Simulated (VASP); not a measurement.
**KBr: single point with PBE**

The system is KBr.

```
CELL_PARAMETERS angstrom
5.77164 0.00000 0.00000
0.00000 5.66071 0.00000
0.00000 0.00000 4.04717
ATOMIC_POSITIONS crystal
K 0.75000 0.24930 0.25086
K 0.25000 0.75070 0.25086
Br 0.75000 0.74881 0.74914
Br 0.25000 0.25119 0.74914
```

The cell was built from a structure type or drawn by symmetry, and may not be a known phase.

```yaml
Program: VASP 6.6.1
Task: single point
Functional: PBE
Potentials_or_basis: VASP PAW PBE potentials, release 64 (K_sv, Br)
Cutoff: 520 eV
k_mesh: 4 × 4 × 4
Occupations: gaussian, width 0.1 eV
Spin: no spin polarisation
```

| Property | Result |
| --- | --- |
| Pressure | 0.0 GPa |
| Largest force | 0.014 eV/Å |
| Band gap on the k mesh | 3.86 eV |

Forces on the atoms (eV/Å):
```
K    0.000  0.004 -0.004
K    0.000 -0.004 -0.004
Br   0.000  0.013  0.004
Br   0.000 -0.013  0.004
```

Stress tensor (GPa, compression positive):
```
-0.07  0.00  0.00
 0.00  0.06  0.00
 0.00  0.00 -0.01
```

Levels at points of the mesh, in eV from the valence-band top:
```csv
k point,band 13,band 14,band 15,band 16,band 17,band 18,band 19,band 20
"(0.00, 0.00, 0.00)",-0.27,-0.27,-0.25,-0.01,3.86,5.23,5.85,5.86
"(0.50, 0.00, 0.00)",-0.90,-0.90,-0.19,-0.19,5.76,5.76,6.54,6.54
"(0.00, 0.50, 0.00)",-0.92,-0.90,-0.20,-0.19,5.77,5.77,6.65,6.65
"(0.50, 0.50, 0.00)",-0.24,-0.24,-0.23,-0.23,6.48,6.48,7.18,7.18
"(0.00, 0.00, 0.50)",-1.42,-1.41,-0.26,-0.20,6.48,7.17,7.32,7.40
"(0.50, 0.00, 0.50)",-0.90,-0.90,-0.77,-0.77,6.55,6.55,7.21,7.21
"(0.00, 0.50, 0.50)",-0.88,-0.87,-0.79,-0.78,6.60,6.62,7.09,7.10
"(0.50, 0.50, 0.50)",-1.38,-1.38,0.00,0.00,5.22,5.22,6.50,6.50
```

Wall time 110 s on 1 thread of Oxide Virtual Turin-like Processor, on a shared host, peak memory 0.23 GiB.
